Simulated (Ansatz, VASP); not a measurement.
## LiMnH3: VASP beside Ansatz

```xyz
10
Lattice="0.0000 0.0000 3.4054 4.6988 0.0000 0.0000 0.0000 4.6988 0.0000" Properties=species:S:1:pos:R:3 pbc="T T T"
Li    0.0000    2.3494    1.7027
Li    2.3494    0.0000    1.7027
Mn    2.3494    2.3494    0.0000
Mn    0.0000    0.0000    0.0000
H     3.8039    1.4545    0.0000
H     3.2442    3.8039    0.0000
H     2.3494    2.3494    1.7027
H     0.8948    3.2442    0.0000
H     1.4545    0.8948    0.0000
H     0.0000    0.0000    1.7027
```

Alike in both runs: task single point; functional PBE; k mesh 6 × 6 × 6; occupations gaussian, width 0.2 eV; collinear spin.

```csv
,VASP,Ansatz
version,VASP 6.6.1,Ansatz 0.2.0
potentials or method,"VASP PAW PBE potentials, release 64 (Li_sv, Mn_pv, H), cutoff 520 eV","scalar-relativistic, plane waves, PAW"
valence electrons in the cell,38,42
```

|  | VASP | Ansatz | Ansatz less VASP |
| --- | --- | --- | --- |
| gap on the k mesh at the Fermi level (eV) | none | none | - |
| rms of the force components (eV/Å) | 0.004 | 0.003 | -0.0009 |
| net moment per atom (μB) | 0.58 | 0.58 | 0.000 |
| size of the moment on the site where the two differ most (μB) | 2.89 | 2.26 | -0.635 |

Site moments also hang on the region over which each program counts them. Atom by atom the forces differ by 0.001 eV/Å (rms over components). A gap of «none» marks a metal or a gap that the smearing closes. VASP's potentials hold 38 valence electrons a cell and Ansatz's 42, so a difference there can come from the potentials and not from the codes.

Noted on VASP's run: the cutoff is short for stress, so the pressure is rough.
